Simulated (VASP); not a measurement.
# LiH (Fm-3m) in VASP: single point with PBEsol

Aim: the single point of LiH with PBEsol.

Program: VASP 6.6.1. These are calculated values, not measurements. Logs are shortened: lines on timing, memory, paths and dates and some standing lists are left out, and cuts for length are marked.

**1. The cell of the first run**

Symmetry: Fm-3m, No. 225, cubic system. The conventional cell has a = 4.074 Å, b = 4.074 Å, c = 4.074 Å, α = 90.00°, β = 90.00°, γ = 90.00°. Within 2.7 Å of Li (site symmetry m-3m) lie 6 H at 2.04 Å. H (site symmetry m-3m) has 6 Li at 2.04 Å within 2.7 Å.

**2. Single point, PBEsol**

INCAR reads:

```
SYSTEM = LiH
PREC = Accurate
ENCUT = 520
EDIFF = 1E-6
ISMEAR = 0
SIGMA = 0.01
LREAL = .False.
LASPH = .True.
NELM = 100
ALGO = Normal
ISIF = 2
LWAVE = .False.
LCHARG = .False.
GGA = PS
NBANDS = 9
```

KPOINTS reads:

```
regular mesh
0
Gamma
  8 8 8
  0 0 0
```

POSCAR reads:

```
LiH
1.0
    0.0000000000      2.0367500000      2.0367500000
    2.0367500000      0.0000000000      2.0367500000
    2.0367500000      2.0367500000      0.0000000000
Li H
1 1
Direct
    0.0000000000      0.0000000000      0.0000000000
    0.5000000000      0.5000000000      0.5000000000
```

Potentials or basis: VASP PAW PBE potentials, release 64 (Li_sv, H).

Command:

```console
> cat potpaw_PBE.64/Li_sv/POTCAR potpaw_PBE.64/H/POTCAR > POTCAR
> mpirun -np 1 vasp_std > vasp.out
```

OUTCAR:

```text
SYSTEM = LiH
   PREC = Accurate
   ENCUT = 520
   EDIFF = 1E-6
   ISMEAR = 0
   LREAL = .False.
   LASPH = .True.
   NELM = 100
   ISIF = 2
   GGA = PS

 ion  position               nearest neighbor table
   1  0.000  0.000  0.000-
   2  0.500  0.500  0.500-

  LATTYP: Found a face centered cubic cell.
 ALAT       =     4.0735000000

  Lattice vectors:

 A1 = (   0.0000000000,   2.0367500000,   2.0367500000)
 A2 = (   2.0367500000,   0.0000000000,   2.0367500000)
 A3 = (   2.0367500000,   2.0367500000,   0.0000000000)

Analysis of symmetry for initial positions (statically):
=====================================================================
 Subroutine PRICEL returns:
 Original cell was already a primitive cell.

 Routine SETGRP: Setting up the symmetry group for a
 face centered cubic supercell.

 Subroutine GETGRP returns: Found 48 space group operations
 (whereof 48 operations were pure point group operations)
 out of a pool of 48 trial point group operations.

The static configuration has the point symmetry O_h .

Analysis of symmetry for dynamics (positions and initial velocities):
=====================================================================
 Subroutine PRICEL returns:
 Original cell was already a primitive cell.

 Routine SETGRP: Setting up the symmetry group for a
 face centered cubic supercell.

 Subroutine GETGRP returns: Found 48 space group operations
 (whereof 48 operations were pure point group operations)
 out of a pool of 48 trial point group operations.

The dynamic configuration has the point symmetry O_h .

 Subroutine INISYM returns: Found 48 space group operations
 (whereof 48 operations are pure point group operations),
 and found     1 'primitive' translations

----------------------------------------------------------------------------------------

                                     Primitive cell

  volume of cell :      16.8983

  direct lattice vectors                    reciprocal lattice vectors
     0.000000000  2.036750000  2.036750000    -0.245489137  0.245489137  0.245489137
     2.036750000  0.000000000  2.036750000     0.245489137 -0.245489137  0.245489137
     2.036750000  2.036750000  0.000000000     0.245489137  0.245489137 -0.245489137

  length of vectors
     2.880399473  2.880399473  2.880399473     0.425199658  0.425199658  0.425199658

  position of ions in fractional coordinates (direct lattice)
     0.000000000  0.000000000  0.000000000
     0.500000000  0.500000000  0.500000000

  ion indices of the primitive-cell ions
   primitive index   ion index
                 1           1
                 2           2

----------------------------------------------------------------------------------------

 KPOINTS: regular mesh

Automatic generation of k-mesh.
 Grid dimensions read from file:
 generate k-points for:    8    8    8

 Generating k-lattice:

  Cartesian coordinates                     Fractional coordinates (reciprocal lattice)
    -0.030686142  0.030686142  0.030686142     0.125000000  0.000000000  0.000000000
     0.030686142 -0.030686142  0.030686142     0.000000000  0.125000000  0.000000000
     0.030686142  0.030686142 -0.030686142     0.000000000  0.000000000  0.125000000

  Length of vectors
     0.053149957  0.053149957  0.053149957

  Shift w.r.t. Gamma in fractional coordinates (k-lattice)
     0.000000000  0.000000000  0.000000000

 Subroutine IBZKPT returns following result:
 ===========================================

 Found     29 irreducible k-points:

 Following reciprocal coordinates:
            Coordinates               Weight
  0.000000  0.000000  0.000000      1.000000
  0.125000  0.000000  0.000000      8.000000
  0.250000  0.000000  0.000000      8.000000
  0.375000  0.000000  0.000000      8.000000
  0.500000  0.000000  0.000000      4.000000
  0.125000  0.125000  0.000000      6.000000
[... 16 lines left out ...]
  0.500000  0.250000  0.125000     48.000000
 -0.375000  0.250000  0.125000     24.000000
 [... further k-points ...]
   k-points           NKPTS =     29   k-points in BZ     NKDIM =     29   number of bands    NBANDS=      9
   number of dos      NEDOS =    301   number of ions     NIONS =      2
   total plane-waves  NPLWV =  13824
   dimension x,y,z NGX =    24 NGY =   24 NGZ =   24
   dimension x,y,z NGXF=    48 NGYF=   48 NGZF=   48
   ions per type =               1   1
   NGX,Y,Z   is equivalent  to a cutoff of  13.85, 13.85, 13.85 a.u.
   NGXF,Y,Z  is equivalent  to a cutoff of  27.70, 27.70, 27.70 a.u.
 SYSTEM =  LiH
   PREC   = accura    normal or accurate (medium, high low for compatibility)
   ISTART =      0    job   : 0-new  1-cont  2-samecut
   ICHARG =      2    charge: 1-file 2-atom 10-const
   ISPIN  =      1    spin polarized calculation?
   LNONCOLLINEAR =      F non collinear calculations
   LSORBIT =      F    spin-orbit coupling
   LASPH  =      T    aspherical Exc in radial PAW
   ENCUT  =  520.0 eV  38.22 Ry    6.18 a.u.   5.36  5.36  5.36*2*pi/ulx,y,z
   NELM   =    100;   NELMIN=  2; NELMDL= -5     # of ELM steps
   EDIFF  = 0.1E-05   stopping-criterion for ELM
   LREAL  =      F    real-space projection
   EDIFFG = 0.1E-04   stopping-criterion for IOM
   NSW    =      0    number of steps for IOM
   IBRION =     -1    ionic relax: 0-MD 1-quasi-New 2-CG
   NFREE  =      0    steps in history (QN), initial steepest desc. (CG)
   ISIF   =      2    stress and relaxation
   ISYM   =      2    0-nonsym 1-usesym 2-fastsym
   POTIM  = 0.5000    time-step for ionic-motion
   TEBEG  =    0.0;   TEEND  =   0.0 temperature during run
   PSTRESS=    0.0 pullay stress
   NELECT =       4.0000    total number of electrons
   NUPDOWN=      -1.0000    fix difference up-down
   EMIN   =  10.00;   EMAX   =-10.00  energy-range for DOS
   EFERMI =   0.00;   METHOD = LEGACY
   ISMEAR =     0;   SIGMA  =   0.01  broadening in eV -4-tet -1-fermi 0-gaus
   EFERMI_NEDOS =   21; number of points for ismear=-14 and -15
   IALGO  =     38    algorithm
   IMIX   =      4    mixing-type and parameters
     AMIX     =   0.40;   BMIX     =  1.00
     AMIX_MAG =   1.60;   BMIX_MAG =  1.00
  volume/ion in A,a.u.               =       8.45        57.02
  Fermi-wavevector in a.u.,A,eV,Ry     =   1.012699  1.913724 13.953585  1.025560
  Thomas-Fermi vector in A             =   2.145824
   LORBIT       =      0    0 simple, 1 ext, 2 COOP (PROOUT), +10 PAW based schemes
   GGA     = PS    functional components
   LHFCALC =     F    Hartree Fock is set to
   AEXX    =    0.0000 exact exchange contribution
   IVDW    =     0    specifies the selected vdW correction
   LEPSILON=     F    determine dielectric tensor
   LRPA    =     F    only Hartree local field effects (RPA)
 non-spin polarized calculation
 Gauss-broadening in eV      SIGMA  =   0.01
  energy-cutoff  :      520.00
  volume of cell :       16.90
 maximum number of plane-waves:       469
 NGX is ok and might be reduce to    24
   NGX = 11   NGY = 11   NGZ = 11

 number of electron       3.9999999 magnetization

 Free energy of the ion-electron system (eV)
  ---------------------------------------------------
  ext. energy  EPLUGINS =         0.00000000
  ---------------------------------------------------
  free energy    TOTEN  =        -6.11249575 eV

  energy without entropy =       -6.11249575  energy(sigma->0) =       -6.11249575

 E-fermi :   0.0237     XC(G=0):  -8.4566

 val. band max:       -0.0643030441   @ k =   0.5000   0.5000   0.0000
 cond. band min:       2.7202718372   @ k =   0.5000   0.5000   0.0000
 fundamental gap:      2.7845748813
 Fermi energy:         0.0237272453

 k-point     1 :       0.0000    0.0000    0.0000
  band No.  band energies     occupation
      1     -43.8116      2.00000
      2      -5.4241      2.00000
      3      15.4190      0.00000
      4      17.1921      0.00000
      5      17.1921      0.00000
      6      17.1921      0.00000
      7      21.7057      0.00000
      8      21.7057      0.00000
      9      21.7057      0.00000

 k-point     2 :       0.1250    0.0000    0.0000
  band No.  band energies     occupation
      1     -43.8056      2.00000
      2      -5.1526      2.00000
      3      13.2716      0.00000
      4      15.8837      0.00000
      5      16.6501      0.00000
      6      16.6501      0.00000
      7      21.2512      0.00000
      8      22.8544      0.00000
      9      22.8544      0.00000

 k-point     3 :       0.2500    0.0000    0.0000
  band No.  band energies     occupation
      1     -43.7910      2.00000
      2      -4.3714      2.00000
      3       9.2353      0.00000
      4      14.4419      0.00000
      5      15.9674      0.00000
      6      15.9674      0.00000
      7      21.3232      0.00000
      8      21.3232      0.00000
      9      22.6435      0.00000

 k-point     4 :       0.3750    0.0000    0.0000
  band No.  band energies     occupation
      1     -43.7763      2.00000
      2      -3.2790      2.00000
      3       5.9326      0.00000
      4      13.4456      0.00000
      5      15.7498      0.00000
      6      15.7499      0.00000
      7      19.2170      0.00000
      8      19.2170      0.00000
      9      24.7706      0.00000
[... 205 lines left out ...]
 k-point    22 :       0.3750    0.2500    0.1250
  band No.  band energies     occupation
      1     -43.7802      2.00000
      2      -3.6128      2.00000
      3       9.1175      0.00000
      4       9.8375      0.00000
      5      13.6202      0.00000
      6      16.9133      0.00000
      7      19.3139      0.00000
      8      22.9523      0.00000
      9      26.5952      0.00000

 k-point    23 :       0.5000    0.2500    0.1250
  band No.  band energies     occupation
      1     -43.7685      2.00000
      2      -2.4544      2.00000
      3       6.1679      0.00000
      4       8.7069      0.00000
      5      12.9416      0.00000
      6      16.1311      0.00000
      7      21.4419      0.00000
      8      23.4540      0.00000
      9      26.0933      0.00000

 k-point    24 :      -0.3750    0.2500    0.1250
  band No.  band energies     occupation
      1     -43.7636      2.00000
      2      -1.7393      2.00000
      3       4.7217      0.00000
      4       8.4284      0.00000
      5      12.6869      0.00000
      6      15.7476      0.00000
      7      22.1746      0.00000
      8      25.1320      0.00000
      9      26.2963      0.00000

 [... further k-points ...]
[... 5 lines left out ...]
  --------------------------------------------------------------------------------------
  -------------------------------------------------------------------------------------
  Total       -0.2591380     -0.2591380     -0.2591380      0.0000000      0.0000000      0.0000000
  in kB      -24.5696288    -24.5696288    -24.5696288      0.0000000      0.0000000      0.0000000
  external PRESSURE =     -24.5696288 kB  Pullay stress =       0.0000000 kB

 VOLUME and BASIS-vectors are now :
 -----------------------------------------------------------------------------
  energy-cutoff  :      520.00
  volume of cell :       16.90
      direct lattice vectors                 reciprocal lattice vectors
     0.000000000  2.036750000  2.036750000    -0.245489137  0.245489137  0.245489137
     2.036750000  0.000000000  2.036750000     0.245489137 -0.245489137  0.245489137
     2.036750000  2.036750000  0.000000000     0.245489137  0.245489137 -0.245489137

 POSITION                                       TOTAL-FORCE (eV/Angst)
 -----------------------------------------------------------------------------------
      0.00000      0.00000      0.00000         0.000000      0.000000      0.000000
      2.03675      2.03675      2.03675        -0.000000     -0.000000     -0.000000
 -----------------------------------------------------------------------------------
    total drift:                                0.000000     -0.000000     -0.000000

  FREE ENERGIE OF THE ION-ELECTRON SYSTEM (eV)
  ---------------------------------------------------
  free  energy   TOTEN  =        -6.1124957496 eV

  energy  without entropy=       -6.1124957496  energy(sigma->0) =       -6.11249575
```

Run time: 3.6 s. Hardware: 1 thread of Intel Xeon Platinum 8559C (Emerald Rapids), shared host; peak memory 0.12 GiB.

What came out:

| Quantity | Value |
| --- | --- |
| Free energy | -6.1125 eV |
| Band gap on the k mesh | 2.78 eV, direct |

Caveat: the cutoff is under 1.25 times the usual one of these potentials, so pressure, stress and relaxed cells hold a basis-set (Pulay) error; the PAW data sets were made with another functional, which shifts forces and pressure a little. As with any semilocal functional, this PBEsol gap is likely too small.
